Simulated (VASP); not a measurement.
Set up this calculation in VASP 6.6.1, as the native input.

```yaml
Task: single point
Functional: PBE
Potentials_or_basis: VASP PAW PBE potentials, release 64 (Zr_sv, Cd)
Cutoff: 520 eV
k_mesh: 6 × 8 × 6
Occupations: gaussian, width 0.1 eV
Spin: no spin polarisation
Dipole_correction: no
Further_INCAR_settings: ALGO = Fast; EDIFF = 1e-06; NBANDS = 38
```

The structure of Zr3Cd2 lies in POSCAR:

```
Zr3Cd2
1.0
    5.5945692788      0.0000000000      0.0000000000
    0.0000000000      5.2117889253      0.0000000000
    0.0000000000      0.0000000000      5.5960347616
Zr Cd
3 2
Direct
    0.0000000000      0.0000000000      0.5000000000
    0.5000000000      0.0000000000      0.0000000000
    0.0000000000      0.0000000000      0.0000000000
    0.5000000000      0.5000000000      0.5000000000
    0.5000000000      0.0000000000      0.5000000000
```

One way to write it, as run:

INCAR

```
SYSTEM = Zr3Cd2
PREC = Accurate
ENCUT = 520
EDIFF = 1E-6
ISMEAR = 0
SIGMA = 0.1
LREAL = .False.
LASPH = .True.
NELM = 80
ALGO = Fast
ISIF = 2
LWAVE = .False.
LCHARG = .False.
GGA = PE
NBANDS = 38
```

KPOINTS

```
Automatic mesh
0
Gamma
  6 8 6
  0 0 0
```

Potentials or basis: VASP PAW PBE potentials, release 64 (Zr_sv, Cd).

Launch:

```sh
$ cat potpaw_PBE.64/Zr_sv/POTCAR potpaw_PBE.64/Cd/POTCAR > POTCAR
$ mpirun -np 1 vasp_std > vasp.out
```

It gave:

| Property | Result |
| --- | --- |
| Pressure | 0.2 GPa |
| Band gap on the k mesh | zero (bands 30 and 31 overlap by 0.89 eV) |

Wall time 5.5 min on 1 thread of Intel(R) Xeon(R) 6975P-C (Granite Rapids), with other jobs on the host, peak memory 0.53 GiB.
